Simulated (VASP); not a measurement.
# SiNi3 (Pm-3m) in VASP: a series of runs

Runs on SiNi3. Level: PBE. Tasks: single point.

Everything below comes from runs of VASP 6.6.1. Logs are shortened: lines on timing, memory, paths and dates and some standing lists are left out, and cuts for length are marked.

## Step 1: The cell of the first run

Symmetry: Pm-3m, No. 221, cubic system. Conventional cell: a = 3.494 Å, b = 3.494 Å, c = 3.494 Å, α = 90.00°, β = 90.00°, γ = 90.00°. Within 3.3 Å of Ni (site symmetry 4/mmm) lie 8 Ni at 2.47 Å and 4 Si at 2.47 Å. Si (site symmetry m-3m) has 12 Ni at 2.47 Å within 3.3 Å.

## Step 2: Single point, PBE, collinear spin, ferromagnetic start

File INCAR:

```
SYSTEM = SiNi3
  PREC = Accurate
  ENCUT = 520
  EDIFF = 1E-7
  ISMEAR = -1
  SIGMA = 0.05
  LREAL = .FALSE.
  LASPH = .TRUE.
  NELM = 150
  ALGO = Fast
  ISIF = 2
  LWAVE = .FALSE.
  LCHARG = .FALSE.
  ISPIN = 2
  MAGMOM = 1 1 1 0
  LORBIT = 11
  LMAXMIX = 4
  GGA = PE
  NBANDS = 29
```

File KPOINTS:

```
regular mesh
0
G
  8 8 8
  0 0 0
```

File POSCAR:

```
SiNi3
1.0
    3.4941292669      0.0000000000      0.0000000000
    0.0000000000      3.4941292669      0.0000000000
    0.0000000000      0.0000000000      3.4941292669
Ni Si
3 1
Direct
    0.5000000000      0.5000000000      0.0000000000
    0.5000000000      0.0000000000      0.5000000000
    0.0000000000      0.5000000000      0.5000000000
    0.0000000000      0.0000000000      0.0000000000
```

Potentials or basis: VASP PAW PBE potentials, release 64 (Ni, Si).

Run with:

```sh
$ cat potpaw_PBE.64/Ni/POTCAR potpaw_PBE.64/Si/POTCAR > POTCAR
$ mpirun -np 1 vasp_std > vasp.out
```

OUTCAR:

```text
SYSTEM = SiNi3
   PREC = Accurate
   ENCUT = 520
   EDIFF = 1E-7
   ISMEAR = -1
   LREAL = .FALSE.
   LASPH = .TRUE.
   NELM = 150
   ISIF = 2
   ISPIN = 2
   LORBIT = 11
   GGA = PE

 ion  position               nearest neighbor table
   1  0.500  0.500  0.000-   2 2.47   3 2.47   4 2.47   2 2.47   3 2.47   2 2.47   4 2.47   2 2.47
                             3 2.47   4 2.47   3 2.47   4 2.47
   2  0.500  0.000  0.500-   1 2.47   3 2.47   4 2.47   1 2.47   4 2.47   1 2.47   3 2.47   1 2.47
                             3 2.47   4 2.47   4 2.47   3 2.47
   3  0.000  0.500  0.500-   1 2.47   2 2.47   4 2.47   1 2.47   4 2.47   2 2.47   4 2.47   4 2.47
                             1 2.47   2 2.47   1 2.47   2 2.47
   4  0.000  0.000  0.000-   1 2.47   2 2.47   3 2.47   2 2.47   3 2.47   1 2.47   3 2.47   3 2.47
                             1 2.47   2 2.47   2 2.47   1 2.47

  LATTYP: Found a simple cubic cell.
 ALAT       =     3.4941292669

  Lattice vectors:

 A1 = (   3.4941292669,   0.0000000000,   0.0000000000)
 A2 = (   0.0000000000,   3.4941292669,   0.0000000000)
 A3 = (   0.0000000000,   0.0000000000,   3.4941292669)

Analysis of symmetry for initial positions (statically):
=====================================================================
 Subroutine PRICEL returns:
 Original cell was already a primitive cell.

 Routine SETGRP: Setting up the symmetry group for a
 simple cubic supercell.

 Subroutine GETGRP returns: Found 48 space group operations
 (whereof 48 operations were pure point group operations)
 out of a pool of 48 trial point group operations.

The static configuration has the point symmetry O_h .

Analysis of symmetry for dynamics (positions and initial velocities):
=====================================================================
 Subroutine PRICEL returns:
 Original cell was already a primitive cell.

 Routine SETGRP: Setting up the symmetry group for a
 simple cubic supercell.

 Subroutine GETGRP returns: Found 48 space group operations
 (whereof 48 operations were pure point group operations)
 out of a pool of 48 trial point group operations.

The dynamic configuration has the point symmetry O_h .

Analysis of structural, dynamic, and magnetic symmetry:
=====================================================================
 Subroutine PRICEL returns:
 Original cell was already a primitive cell.

 Routine SETGRP: Setting up the symmetry group for a
 simple cubic supercell.

 Subroutine GETGRP returns: Found 48 space group operations
 (whereof 48 operations were pure point group operations)
 out of a pool of 48 trial point group operations.

The overall configuration has the point symmetry O_h .

 Subroutine INISYM returns: Found 48 space group operations
 (whereof 48 operations are pure point group operations),
 and found     1 'primitive' translations

----------------------------------------------------------------------------------------

                                     Primitive cell

  volume of cell :      42.6596

  direct lattice vectors                    reciprocal lattice vectors
     3.494129267  0.000000000  0.000000000     0.286194334  0.000000000  0.000000000
     0.000000000  3.494129267  0.000000000     0.000000000  0.286194334  0.000000000
     0.000000000  0.000000000  3.494129267     0.000000000  0.000000000  0.286194334

  length of vectors
     3.494129267  3.494129267  3.494129267     0.286194334  0.286194334  0.286194334

  position of ions in fractional coordinates (direct lattice)
     0.500000000  0.500000000  0.000000000
     0.500000000  0.000000000  0.500000000
     0.000000000  0.500000000  0.500000000
     0.000000000  0.000000000  0.000000000

  ion indices of the primitive-cell ions
   primitive index   ion index
                 1           1
                 2           2
                 3           3
                 4           4

----------------------------------------------------------------------------------------

 KPOINTS: regular mesh

Automatic generation of k-mesh.
 Grid dimensions read from file:
 generate k-points for:    8    8    8

 Generating k-lattice:

  Cartesian coordinates                     Fractional coordinates (reciprocal lattice)
     0.035774292  0.000000000  0.000000000     0.125000000  0.000000000  0.000000000
     0.000000000  0.035774292  0.000000000     0.000000000  0.125000000  0.000000000
     0.000000000  0.000000000  0.035774292     0.000000000  0.000000000  0.125000000

  Length of vectors
     0.035774292  0.035774292  0.035774292

  Shift w.r.t. Gamma in fractional coordinates (k-lattice)
     0.000000000  0.000000000  0.000000000

 Subroutine IBZKPT returns following result:
 ===========================================

 Found     35 irreducible k-points:

 Following reciprocal coordinates:
            Coordinates               Weight
  0.000000  0.000000  0.000000      1.000000
  0.125000  0.000000  0.000000      6.000000
  0.250000  0.000000  0.000000      6.000000
  0.375000  0.000000  0.000000      6.000000
  0.500000  0.000000  0.000000      3.000000
  0.125000  0.125000  0.000000     12.000000
[... 16 lines left out ...]
  0.375000  0.375000  0.125000     24.000000
  0.500000  0.375000  0.125000     24.000000
 [... further k-points ...]
   k-points           NKPTS =     35   k-points in BZ     NKDIM =     35   number of bands    NBANDS=     29
   number of dos      NEDOS =    301   number of ions     NIONS =      4
   total plane-waves  NPLWV =  21952
   dimension x,y,z NGX =    28 NGY =   28 NGZ =   28
   dimension x,y,z NGXF=    56 NGYF=   56 NGZF=   56
   ions per type =               3   1
   NGX,Y,Z   is equivalent  to a cutoff of  13.32, 13.32, 13.32 a.u.
   NGXF,Y,Z  is equivalent  to a cutoff of  26.64, 26.64, 26.64 a.u.
 SYSTEM =  SiNi3
   PREC   = accura    normal or accurate (medium, high low for compatibility)
   ISTART =      0    job   : 0-new  1-cont  2-samecut
   ICHARG =      2    charge: 1-file 2-atom 10-const
   ISPIN  =      2    spin polarized calculation?
   LNONCOLLINEAR =      F non collinear calculations
   LSORBIT =      F    spin-orbit coupling
   LASPH  =      T    aspherical Exc in radial PAW
   ENCUT  =  520.0 eV  38.22 Ry    6.18 a.u.   6.50  6.50  6.50*2*pi/ulx,y,z
   NELM   =    150;   NELMIN=  2; NELMDL= -5     # of ELM steps
   EDIFF  = 0.1E-06   stopping-criterion for ELM
   LREAL  =      F    real-space projection
   EDIFFG = 0.1E-05   stopping-criterion for IOM
   NSW    =      0    number of steps for IOM
   IBRION =     -1    ionic relax: 0-MD 1-quasi-New 2-CG
   NFREE  =      0    steps in history (QN), initial steepest desc. (CG)
   ISIF   =      2    stress and relaxation
   ISYM   =      2    0-nonsym 1-usesym 2-fastsym
   POTIM  = 0.5000    time-step for ionic-motion
   TEBEG  =    0.0;   TEEND  =   0.0 temperature during run
   PSTRESS=    0.0 pullay stress
   NELECT =      34.0000    total number of electrons
   NUPDOWN=      -1.0000    fix difference up-down
   EMIN   =  10.00;   EMAX   =-10.00  energy-range for DOS
   EFERMI =   0.00;   METHOD = LEGACY
   ISMEAR =    -1;   SIGMA  =   0.05  broadening in eV -4-tet -1-fermi 0-gaus
   EFERMI_NEDOS =   21; number of points for ismear=-14 and -15
   IALGO  =     68    algorithm
   IMIX   =      4    mixing-type and parameters
     AMIX     =   0.40;   BMIX     =  1.00
     AMIX_MAG =   1.60;   BMIX_MAG =  1.00
  volume/ion in A,a.u.               =      10.66        71.97
  Fermi-wavevector in a.u.,A,eV,Ry     =   1.517850  2.868320 31.346033  2.303868
  Thomas-Fermi vector in A             =   2.627050
   LORBIT       =     11    0 simple, 1 ext, 2 COOP (PROOUT), +10 PAW based schemes
   GGA     = PE    functional components
   LHFCALC =     F    Hartree Fock is set to
   AEXX    =    0.0000 exact exchange contribution
   IVDW    =     0    specifies the selected vdW correction
   LEPSILON=     F    determine dielectric tensor
   LRPA    =     F    only Hartree local field effects (RPA)
 spin polarized calculation
 RMM-DIIS sequential band-by-band and
  energy-cutoff  :      520.00
  volume of cell :       42.66
 maximum number of plane-waves:      1189
 NGX is ok and might be reduce to    28
   NGX = 13   NGY = 13   NGZ = 13

 number of electron      33.9999976 magnetization      -0.0000200

 number of electron      33.9999976 magnetization       0.0000503

 Free energy of the ion-electron system (eV)
  ---------------------------------------------------
  ext. energy  EPLUGINS =         0.00000000
  ---------------------------------------------------
  free energy    TOTEN  =       -23.68465130 eV

  energy without entropy =      -23.66665527  energy(sigma->0) =      -23.67565328

 E-fermi :  10.8098     XC(G=0): -13.1547

 val. band max:       10.7478611753   @ k =   0.1250   0.1250   0.0000
 cond. band min:      10.8209072960   @ k =   0.5000   0.3750   0.3750
 fundamental gap:      0.0730461207
 Fermi energy:        10.8097583709

 spin component 1

 k-point     1 :       0.0000    0.0000    0.0000
  band No.  band energies     occupation
      1      -1.1973      1.00000
      2       5.8735      1.00000
      3       6.6988      1.00000
      4       6.6988      1.00000
      5       7.2235      1.00000
      6       7.2235      1.00000
[... 21 lines left out ...]
     28      24.9823      0.00000
     29      24.9825      0.00000

 k-point     2 :       0.1250    0.0000    0.0000
  band No.  band energies     occupation
      1      -1.0135      1.00000
      2       5.8859      1.00000
      3       6.4539      1.00000
      4       6.8286      1.00000
      5       7.2071      1.00000
      6       7.2071      1.00000
[... 21 lines left out ...]
     28      24.2260      0.00000
     29      24.8560      0.00000

 k-point     3 :       0.2500    0.0000    0.0000
  band No.  band energies     occupation
      1      -0.4804      1.00000
      2       5.1458      1.00000
      3       6.4203      1.00000
      4       7.1440      1.00000
      5       7.1440      1.00000
      6       7.1838      1.00000
[... 638 lines left out ...]
      5       7.2639      1.00000
      6       7.7509      1.00000
[... 21 lines left out ...]
     28      25.7625      0.00000
     29      26.6207      0.00000

 k-point    24 :       0.5000    0.3750    0.1250
  band No.  band energies     occupation
      1       2.0872      1.00000
      2       4.4503      1.00000
      3       5.2122      1.00000
      4       6.8242      1.00000
      5       7.1952      1.00000
      6       7.8776      1.00000
[... 21 lines left out ...]
     28      25.8080      0.00000
     29      28.0876      0.00000

 [... further k-points ...]

 spin component 2

 k-point     1 :       0.0000    0.0000    0.0000
  band No.  band energies     occupation
      1      -1.1973      1.00000
      2       5.8735      1.00000
      3       6.6988      1.00000
      4       6.6988      1.00000
      5       7.2236      1.00000
      6       7.2236      1.00000
[... 21 lines left out ...]
     28      24.9802      0.00000
     29      24.9825      0.00000

 k-point     2 :       0.1250    0.0000    0.0000
  band No.  band energies     occupation
      1      -1.0135      1.00000
      2       5.8859      1.00000
      3       6.4539      1.00000
      4       6.8287      1.00000
      5       7.2072      1.00000
      6       7.2072      1.00000
[... 21 lines left out ...]
     28      24.2260      0.00000
     29      24.8560      0.00000

 k-point     3 :       0.2500    0.0000    0.0000
  band No.  band energies     occupation
      1      -0.4804      1.00000
      2       5.1458      1.00000
      3       6.4203      1.00000
      4       7.1441      1.00000
      5       7.1441      1.00000
      6       7.1838      1.00000
[... 638 lines left out ...]
      5       7.2640      1.00000
      6       7.7509      1.00000
[... 21 lines left out ...]
     28      25.7625      0.00000
     29      26.6207      0.00000

 k-point    24 :       0.5000    0.3750    0.1250
  band No.  band energies     occupation
      1       2.0872      1.00000
      2       4.4503      1.00000
      3       5.2122      1.00000
      4       6.8242      1.00000
      5       7.1952      1.00000
      6       7.8776      1.00000
[... 21 lines left out ...]
     28      25.8080      0.00000
     29      28.0261      0.00000

 [... further k-points ...]

------------------------ aborting loop because EDIFF is reached ----------------------------------------

  FORCE on cell =-STRESS in cart. coord.  units (eV):
  Direction    XX          YY          ZZ          XY          YZ          ZX
  --------------------------------------------------------------------------------------
  -------------------------------------------------------------------------------------
  Total        0.6124490      0.6124490      0.6124490      0.0000000      0.0000000     -0.0000000
  in kB       23.0018955     23.0018955     23.0018955      0.0000000      0.0000000     -0.0000000
  external PRESSURE =      23.0018955 kB  Pullay stress =       0.0000000 kB

 VOLUME and BASIS-vectors are now :
 -----------------------------------------------------------------------------
  energy-cutoff  :      520.00
  volume of cell :       42.66
      direct lattice vectors                 reciprocal lattice vectors
     3.494129267  0.000000000  0.000000000     0.286194334  0.000000000  0.000000000
     0.000000000  3.494129267  0.000000000     0.000000000  0.286194334  0.000000000
     0.000000000  0.000000000  3.494129267     0.000000000  0.000000000  0.286194334

 POSITION                                       TOTAL-FORCE (eV/Angst)
 -----------------------------------------------------------------------------------
      1.74706      1.74706      0.00000         0.000000      0.000000      0.000000
      1.74706      0.00000      1.74706         0.000000      0.000000      0.000000
      0.00000      1.74706      1.74706         0.000000      0.000000      0.000000
      0.00000      0.00000      0.00000         0.000000      0.000000      0.000000
 -----------------------------------------------------------------------------------
    total drift:                                0.000000      0.000000      0.000000

  FREE ENERGIE OF THE ION-ELECTRON SYSTEM (eV)
  ---------------------------------------------------
  free  energy   TOTEN  =       -23.6846513035 eV

  energy  without entropy=      -23.6666552651  energy(sigma->0) =      -23.67565328

 total charge

# of ion       s       p       d       tot
------------------------------------------
    1        0.489   0.581   8.416   9.486
    2        0.489   0.581   8.416   9.486
    3        0.489   0.581   8.416   9.486
    4        0.730   0.828   0.000   1.558
--------------------------------------------------
tot          2.198   2.571  25.248  30.016

 magnetization (x)

# of ion       s       p       d       tot
------------------------------------------
    1       -0.000  -0.000   0.000   0.000
    2       -0.000  -0.000   0.000   0.000
    3       -0.000  -0.000   0.000   0.000
    4       -0.000  -0.000   0.000  -0.000
--------------------------------------------------
tot         -0.000  -0.000   0.000   0.000
```

It took 3.9 min on 1 thread of Intel Xeon 8259CL, shared host; peak memory 0.21 GiB.

Results:

* Free energy: -23.6847 eV
* Pressure: 2.3 GPa
* Band gap on the k mesh: zero (filled and empty bands overlap)
* Net moment: 0.00 μB per cell
* Valence electrons inside the program's atomic spheres: Ni 9.49; Si 1.56

(Part 1 of 2 ends here.)
